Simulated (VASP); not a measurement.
Runs of VASP 6.6.1 on CdS. The structure is that of space group P6_3mc (No. 186), or close to it. The cells are those of the table. 

```tsv
cell	gap on the mesh (eV)	pressure (GPa)	largest force (eV/Å)
a = 4.191, b = 4.191, c = 6.568 Å, angles 90.0, 90.0, 120.0°, 4 atoms	(c)	1.3	0.04
a = 4.365, b = 4.365, c = 6.056 Å, angles 90.0, 90.0, 120.0°, 4 atoms	1.63	3.2	1.60
a = 4.006, b = 4.006, c = 7.192 Å, angles 90.0, 90.0, 120.0°, 4 atoms	1.51	3.2	0.73
a = 4.068, b = 4.068, c = 6.972 Å, angles 90.0, 90.0, 120.0°, 4 atoms	1.61	2.1	0.54
a = 3.891, b = 3.891, c = 7.621 Å, angles 90.0, 90.0, 120.0°, 4 atoms	(b)	(a)	0.99
a = 4.251, b = 4.251, c = 6.384 Å, angles 90.0, 90.0, 120.0°, 4 atoms	1.63	1.6	0.46
```

Alike in all rows: task single point; level r2SCAN; potentials or basis VASP PAW PBE potentials, release 64 (Cd, S); no spin polarisation; k mesh 12 × 12 × 6; cutoff (eV) 520; smearing gaussian 0.05 eV.

Problem. Fill in the values left out.

Solution. (a) 5.9; (b) 1.24; (c) 1.66.

Caveats: the PAW data sets were made with another functional, which shifts forces and pressure a little; the stress differs along the axes, from -3 to 15 GPa (at least some runs); the stress differs along the axes, from -4 to 7 GPa (at least some runs); the stress differs along the axes, from -3 to 4 GPa (at least some runs); the stress differs along the axes, from -5 to 11 GPa (at least some runs); the stress differs along the axes, from -1 to 6 GPa (at least some runs).

A k mesh can miss the band edges, and the runs leave out spin-orbit coupling on Cd.
